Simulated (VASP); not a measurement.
A run of VASP 6.6.1 is set up as follows.

INCAR

```
SYSTEM = MnO
PREC = Accurate ; ENCUT = 520
EDIFF = 1E-6 ; ISMEAR = -1
SIGMA = 0.05 ; LREAL = .False.
LASPH = .True. ; NELM = 150
ALGO = Normal ; ISIF = 2
LWAVE = .False. ; LCHARG = .False.
ISPIN = 2 ; MAGMOM = 4 0
LORBIT = 11 ; LMAXMIX = 4
GGA = PE ; NBANDS = 20
```

KPOINTS

```
Automatic mesh
0
Gamma
  9 9 9
  0 0 0
```

Contents of POSCAR:

```
MnO
1.0
    0.0000000000      2.4526497508      2.4526497508
    2.4526497508      0.0000000000      2.4526497508
    2.4526497508      2.4526497508      0.0000000000
Mn O
1 1
Direct
    0.0000000000      0.0000000000      0.0000000000
    0.2500000000      0.2500000000      0.2500000000
```

Potentials or basis: VASP PAW PBE potentials, release 64 (Mn_pv, O).

Run with:

```bash
$ cat potpaw_PBE.64/Mn_pv/POTCAR potpaw_PBE.64/O/POTCAR > POTCAR
$ mpirun -np 1 vasp_std > vasp.out
```

(1) Estimate the pressure.

(2) Predict the band gap on the k mesh.

(3) Predict the net moment.

(4) Predict the site moments.

Results:

(1) -6.3 GPa.

(2) zero (filled and empty bands touch).

(3) 5.00 μB per cell.

(4) Mn +4.45; O +0.18 μB.

Caveat: a cell with one magnetic atom can't hold antiferromagnetic order, which such compounds often take; semilocal functionals often make such compounds metallic where correlation or magnetic order opens a gap, which also shifts bond lengths.
